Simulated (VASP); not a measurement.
# TiN (Osbornite) (Fm-3m) in VASP: further runs, part 2 of 2

VASP 6.6.1. The steps go on from the part before.

### 5 Single point, PBEsol

This run uses another cell than the first one, of 9.14 Å³/atom, 0.978 times its volume.

INCAR

```
  ALGO = Normal
  EDIFF = 1E-6
  ENCUT = 520
  GGA = PS
  ISIF = 2
  ISMEAR = 1
  LASPH = T
  LCHARG = T
  LELF = T
  LREAL = F
  LVHAR = T
  LWAVE = F
  NBANDS = 16
  NELM = 100
  PREC = Accurate
  SIGMA = 0.2
```

KPOINTS

```
k-points
0
Gamma
  9 9 9
```

POSCAR

```
TiN
1.0
    0.0000000000      2.0906327198      2.0906327198
    2.0906327198      0.0000000000      2.0906327198
    2.0906327198      2.0906327198      0.0000000000
Ti N
1 1
Direct
    0.0000000000      0.0000000000      0.0000000000
    0.5000000000      0.5000000000      0.5000000000
```

Command:

```bash
> cat potpaw_PBE.64/Ti_sv/POTCAR potpaw_PBE.64/N/POTCAR > POTCAR
> mpirun -np 1 vasp_std > vasp.out
```

Run time: 37 s. Hardware: 1 thread of AMD EPYC 7R13, shared host; peak memory 0.11 GiB.

It converged, with:

```
Free energy : -20.7802 eV
Pressure    : 5.5 GPa
```

Levels at points of the mesh, in eV from the Fermi level:
```
           k point  band 7  band 8  band 9  band 10  band 11  band 12
(0.00, 0.00, 0.00)   -1.98   -1.98   -0.59    -0.59    -0.59     0.69
```

Caveat: the PAW data sets were made with another functional, which shifts forces and pressure a little.

### 6 Single point, PBEsol

This run uses another cell than the first one, of 9.00 Å³/atom, 0.963 times its volume.

INCAR

```
PREC = Accurate ; ENCUT = 520
EDIFF = 1E-6 ; ISMEAR = 1
SIGMA = 0.2 ; LREAL = False
LASPH = True ; NELM = 80
ALGO = Normal ; ISIF = 2
LWAVE = False ; LCHARG = False
GGA = PS ; NBANDS = 16
```

KPOINTS

```
regular mesh
0
Gamma
  9 9 9
```

POSCAR

```
TiN
1.0
    0.0000000000      2.0801649531      2.0801649531
    2.0801649531      0.0000000000      2.0801649531
    2.0801649531      2.0801649531      0.0000000000
Ti N
1 1
Direct
    0.0000000000      0.0000000000      0.0000000000
    0.5000000000      0.5000000000      0.5000000000
```

Potentials or basis: VASP PAW PBE potentials, release 64 (Ti_sv, N).

Command:

```bash
> cat potpaw_PBE.64/Ti_sv/POTCAR potpaw_PBE.64/N/POTCAR > POTCAR
> mpirun -np 1 vasp_std > vasp.out
```

OUTCAR:

```text
PREC = Accurate
   ENCUT = 520
   EDIFF = 1E-6
   ISMEAR = 1
   LREAL = False
   LASPH = True
   NELM = 80
   ISIF = 2
   GGA = PS

 ion  position               nearest neighbor table
   1  0.000  0.000  0.000-   2 2.08   2 2.08   2 2.08   2 2.08   2 2.08   2 2.08
   2  0.500  0.500  0.500-   1 2.08   1 2.08   1 2.08   1 2.08   1 2.08   1 2.08

  LATTYP: Found a face centered cubic cell.
 ALAT       =     4.1603299062

  Lattice vectors:

 A1 = (   0.0000000000,   2.0801649531,   2.0801649531)
 A2 = (   2.0801649531,   0.0000000000,   2.0801649531)
 A3 = (   2.0801649531,   2.0801649531,   0.0000000000)

Analysis of symmetry for initial positions (statically):
=====================================================================
 Subroutine PRICEL returns:
 Original cell was already a primitive cell.

 Routine SETGRP: Setting up the symmetry group for a
 face centered cubic supercell.

 Subroutine GETGRP returns: Found 48 space group operations
 (whereof 48 operations were pure point group operations)
 out of a pool of 48 trial point group operations.

The static configuration has the point symmetry O_h .

Analysis of symmetry for dynamics (positions and initial velocities):
=====================================================================
 Subroutine PRICEL returns:
 Original cell was already a primitive cell.

 Routine SETGRP: Setting up the symmetry group for a
 face centered cubic supercell.

 Subroutine GETGRP returns: Found 48 space group operations
 (whereof 48 operations were pure point group operations)
 out of a pool of 48 trial point group operations.

The dynamic configuration has the point symmetry O_h .

 Subroutine INISYM returns: Found 48 space group operations
 (whereof 48 operations are pure point group operations),
 and found     1 'primitive' translations

[... 105 lines left out ...]
   NELECT =      17.0000    total number of electrons
   NUPDOWN=      -1.0000    fix difference up-down
   EMIN   =  10.00;   EMAX   =-10.00  energy-range for DOS
   EFERMI =   0.00;   METHOD = LEGACY
   ISMEAR =     1;   SIGMA  =   0.20  broadening in eV -4-tet -1-fermi 0-gaus
   EFERMI_NEDOS =   21; number of points for ismear=-14 and -15
   IALGO  =     38    algorithm
   IMIX   =      4    mixing-type and parameters
     AMIX     =   0.40;   BMIX     =  1.00
     AMIX_MAG =   1.60;   BMIX_MAG =  1.00
  volume/ion in A,a.u.               =       9.00        60.74
  Fermi-wavevector in a.u.,A,eV,Ry     =   1.606140  3.035164 35.098749  2.579685
  Thomas-Fermi vector in A             =   2.702375
   LORBIT       =      0    0 simple, 1 ext, 2 COOP (PROOUT), +10 PAW based schemes
   GGA     = PS    functional components
   LHFCALC =     F    Hartree Fock is set to
   AEXX    =    0.0000 exact exchange contribution
   IVDW    =     0    specifies the selected vdW correction
   LEPSILON=     F    determine dielectric tensor
   LRPA    =     F    only Hartree local field effects (RPA)
 non-spin polarized calculation
 Methfessel and Paxton  Order N= 1 SIGMA  =   0.20
  energy-cutoff  :      520.00
  volume of cell :       18.00
 maximum number of plane-waves:       531
 NGX is ok and might be reduce to    24
   NGX = 11   NGY = 11   NGZ = 11

 number of electron      16.9999998 magnetization

 Free energy of the ion-electron system (eV)
  ---------------------------------------------------
  ext. energy  EPLUGINS =         0.00000000
  ---------------------------------------------------
  free energy    TOTEN  =       -20.76638731 eV

  energy without entropy =      -20.76648692  energy(sigma->0) =      -20.76642051

 E-fermi :  12.0231     XC(G=0): -13.5476

 val. band max:       12.0007679334   @ k =   0.1111   0.0000   0.0000
 cond. band min:      12.1137441278   @ k =   0.4444   0.2222   0.1111
 fundamental gap:      0.1129761945
 Fermi energy:        12.0230621148

 k-point     1 :       0.0000    0.0000    0.0000
  band No.  band energies     occupation
      1     -45.4222      2.00000
      2     -21.4535      2.00000
      3     -21.4535      2.00000
      4     -21.4535      2.00000
      5      -5.2809      2.00000
      6      10.0246      2.00000
[... 433 lines left out ...]
      3     -21.7019      2.00000
      4     -21.7019      2.00000
      5      -3.8111      2.00000
      6       6.0100      2.00000
[... 8 lines left out ...]
     15      24.7192      0.00000
     16      27.1797      0.00000

 [... further k-points ...]
[... 5 lines left out ...]
  --------------------------------------------------------------------------------------
  -------------------------------------------------------------------------------------
  Total        1.1771133      1.1771133      1.1771133      0.0000000     -0.0000000      0.0000000
  in kB      104.7624203    104.7624203    104.7624203      0.0000000     -0.0000000      0.0000000
  external PRESSURE =     104.7624203 kB  Pullay stress =       0.0000000 kB

 VOLUME and BASIS-vectors are now :
 -----------------------------------------------------------------------------
  energy-cutoff  :      520.00
  volume of cell :       18.00
      direct lattice vectors                 reciprocal lattice vectors
     0.000000000  2.080164953  2.080164953    -0.240365553  0.240365553  0.240365553
     2.080164953  0.000000000  2.080164953     0.240365553 -0.240365553  0.240365553
     2.080164953  2.080164953  0.000000000     0.240365553  0.240365553 -0.240365553

 POSITION                                       TOTAL-FORCE (eV/Angst)
 -----------------------------------------------------------------------------------
      0.00000      0.00000      0.00000        -0.000000      0.000000     -0.000000
      2.08016      2.08016      2.08016         0.000000     -0.000000      0.000000
 -----------------------------------------------------------------------------------
    total drift:                                0.000000     -0.000000     -0.000000

  FREE ENERGIE OF THE ION-ELECTRON SYSTEM (eV)
  ---------------------------------------------------
  free  energy   TOTEN  =       -20.7663873081 eV

  energy  without entropy=      -20.7664869177  energy(sigma->0) =      -20.76642051
```

OSZICAR:

```text
N       E                     dE             d eps       ncg     rms          rms(c)
DAV:   1     0.128085154526E+03    0.12809E+03   -0.81785E+03  1144   0.127E+03
DAV:   2    -0.183970818956E+02   -0.14648E+03   -0.13731E+03  1240   0.346E+02
DAV:   3    -0.254986514794E+02   -0.71016E+01   -0.70380E+01  1472   0.792E+01
DAV:   4    -0.256697224662E+02   -0.17107E+00   -0.17090E+00  1352   0.114E+01
DAV:   5    -0.256729177843E+02   -0.31953E-02   -0.31953E-02  1320   0.142E+00    0.199E+01
DAV:   6    -0.210693346843E+02    0.46036E+01   -0.11905E+01  1456   0.543E+01    0.705E+00
DAV:   7    -0.207992207104E+02    0.27011E+00   -0.12770E+00  1304   0.145E+01    0.553E+00
DAV:   8    -0.209192455289E+02   -0.12002E+00   -0.77927E-01  1552   0.129E+01    0.578E+00
DAV:   9    -0.207741528298E+02    0.14509E+00   -0.19401E-01  1304   0.714E+00    0.149E+00
DAV:  10    -0.207688006108E+02    0.53522E-02   -0.34018E-02  1384   0.219E+00    0.352E-01
DAV:  11    -0.207664039214E+02    0.23967E-02   -0.48597E-03  1304   0.655E-01    0.145E-01
DAV:  12    -0.207664231034E+02   -0.19182E-04   -0.44252E-04  1200   0.230E-01    0.783E-02
DAV:  13    -0.207663945129E+02    0.28591E-04   -0.15935E-04  1328   0.210E-01    0.186E-02
DAV:  14    -0.207663875825E+02    0.69304E-05   -0.12217E-05  1352   0.500E-02    0.628E-03
DAV:  15    -0.207663873081E+02    0.27441E-06   -0.17827E-06  1248   0.139E-02
   1 F= -.20766387E+02 E0= -.20766421E+02  d E =0.996096E-04
```

stdout:

```text
POSCAR found type information on POSCAR TiN
 POSCAR found :  2 types and       2 ions
 scaLAPACK will be used
 -----------------------------------------------------------------------------
|                                                                             |
|                                                                             |
|     You enforced a specific xc type in the INCAR file but a different       |
|     I HOPE YOU KNOW WHAT YOU ARE DOING!                                     |
|                                                                             |
 -----------------------------------------------------------------------------

 LDA part: xc-table for (Slater+PW92), standard interpolation
 POSCAR, INCAR and KPOINTS ok, starting setup
 FFT: planning ... GRIDC
 FFT: planning ... GRID_SOFT
 FFT: planning ... GRID
 WAVECAR not read
 entering main loop
```

It took 38 s on 1 thread of AMD EPYC 7R13, shared host; peak memory 0.11 GiB.

What came out:

```
Free energy : -20.7664 eV
Pressure    : 10.5 GPa
```

Caveat: the PAW data sets were made with another functional, which shifts forces and pressure a little.

### 7 Summary

```tsv
cell	gap on the mesh (eV)	pressure (GPa)
a = 2.979 Å, angles 60.0°, 2 atoms	none	-1.5
a = 2.972 Å, angles 60.0°, 2 atoms	none	0.5
a = 2.966 Å, angles 60.0°, 2 atoms	none	2.5
a = 2.957 Å, angles 60.0°, 2 atoms	none	5.5
a = 2.942 Å, angles 60.0°, 2 atoms	none	10.5
```

Alike in all rows: task single point; level PBEsol; potentials or basis VASP PAW PBE potentials, release 64 (Ti_sv, N); no spin polarisation; k mesh 9 × 9 × 9; cutoff (eV) 520; smearing methfessel-paxton 0.2 eV.

Caveats: the PAW data sets were made with another functional, which shifts forces and pressure a little.

Total energies depend on the potentials used, so only differences within one code and one set of settings carry meaning.
